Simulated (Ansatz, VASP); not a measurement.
**Two plane-wave programs on C**

Contents of INCAR:

```
SYSTEM = C
PREC     = Accurate       ! precision mode
ENCUT    = 520            ! plane-wave cutoff, eV
EDIFF    = 1E-6           ! SCF threshold, eV
ISMEAR   = 0              ! smearing method
SIGMA    = 0.03           ! smearing width, eV
LREAL    = .False.        ! projectors in reciprocal space
LASPH    = .True.         ! aspherical terms in the spheres
NELM     = 100            ! most SCF steps
ALGO     = Normal         ! electronic algorithm
ISIF     = 2              ! what is computed and relaxed
LWAVE    = .False.        ! write WAVECAR
LCHARG   = .True.         ! write CHGCAR
GGA      = PS             ! functional
IVDW     = 12             ! dispersion correction
LELF     = .True.         ! ELF
LVHAR    = .True.       
NBANDS   = 11             ! bands
```

KPOINTS

```
Automatic mesh
0
Gamma
  18 18 18
  0 0 0
```

File POSCAR:

```
C
1.0
    0.0000000000      1.9287993011      3.6146338914
    1.1143298522      0.0000000000      3.6146338914
    1.1143298522      1.9287993011      0.0000000000
C
2
Direct
    0.1667066167      0.8332933833      0.1667066167
    0.8332933833      0.1667066167      0.8332933833
```

Input for Ansatz:

```yaml
crystal:
  lattice:
    - [0.0, 1.9287993011, 3.6146338914]
    - [1.1143298522, 0.0, 3.6146338914]
    - [1.1143298522, 1.9287993011, 0.0]
  atoms:
    - { symbol: C, position: [0.1667066167, 0.8332933833, 0.1667066167] }
    - { symbol: C, position: [0.8332933833, 0.1667066167, 0.8332933833] }
basis:
  ecutwfc: 520.0
kpoints:
  mp_grid: { grid: [18, 18, 18] }
hamiltonian:
  xc: pbesol
  pseudopotentials: { kind: paw, azcp: { folder: soft_1 } }
  dispersion: d3bj
scf:
  occupations: { method: gaussian, width: 0.03 }
output:
  forces: true
  stress: true
  eigenvalues: true
```

Change from the starting cell: volume 7.769 Å^3 an atom, stretch along c over the lengths across it, relative to the relaxed cell 1.1996.

Alike in both runs: task single point; functional PBEsol; dispersion D3(BJ); k mesh 18 × 18 × 18; occupations gaussian, width 0.03 eV; no spin polarisation.

```csv
,VASP,Ansatz
version,VASP 6.6.1,Ansatz 0.2.0
potentials or method,"VASP PAW PBE potentials, release 64 (C), cutoff 520 eV","scalar-relativistic, plane waves, PAW"
valence electrons in the cell,8,8
```

|  | VASP | Ansatz | Ansatz less VASP |
| --- | --- | --- | --- |
| gap on the k mesh at the Fermi level (eV) | 0.04 | 0.04 | 0.000 |
| least direct gap on the mesh (eV) | 0.08 | 0.08 | 0.000 |

VASP's potentials were made for PBE, not for PBEsol, and Ansatz warns of the same on its side.
